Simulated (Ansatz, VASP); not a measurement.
Two plane-wave programs on SiC

```xyz
12
Lattice="3.0950 0.0000 0.0000 -1.5475 2.6803 0.0000 0.0000 0.0000 15.1700" Properties=species:S:1:pos:R:3 pbc="T T T"
Si    0.0000    0.0000    1.8970
Si    0.0000    0.0000    9.4820
Si    0.0000    1.7869    4.4270
Si    1.5475    0.8934   12.0120
Si    0.0000    1.7869   14.5376
Si    1.5475    0.8934    6.9526
C     0.0000    0.0000   -0.0050
C     0.0000    0.0000    7.5800
C     0.0000    1.7869    2.5309
C     1.5475    0.8934   10.1159
C     0.0000    1.7869   12.6412
C     1.5475    0.8934    5.0562
```

Alike in both runs: functional PBE; k mesh 10 × 10 × 2; occupations fermi-dirac, width 0.02 eV; no spin polarisation.

Ansatz relaxed the structure, and its values are those at the end. VASP's run is a single point on that final structure, the one shown.

|  | VASP | Ansatz |
| --- | --- | --- |
| version | VASP 6.6.1 | Ansatz 0.2.0 |
| potentials or method | VASP PAW PBE potentials, release 64 (Si, C) | plane-wave PAW, scalar-relativistic |
| plane-wave cutoff (eV) | 520 | 420 |
| valence electrons in the cell | 48 | 48 |

```csv
,VASP,Ansatz,Ansatz less VASP
gap on the k mesh at the Fermi level (eV),2.03,2.03,+0.002
pressure (GPa),0.2,0.2,+0.05
rms of the force components (eV/Å),0.003,0.004,+0.0001
```

The functional is the same, so the differences come from potentials, cutoffs and numerics. Ansatz's warnings: stress scf threshold loose.
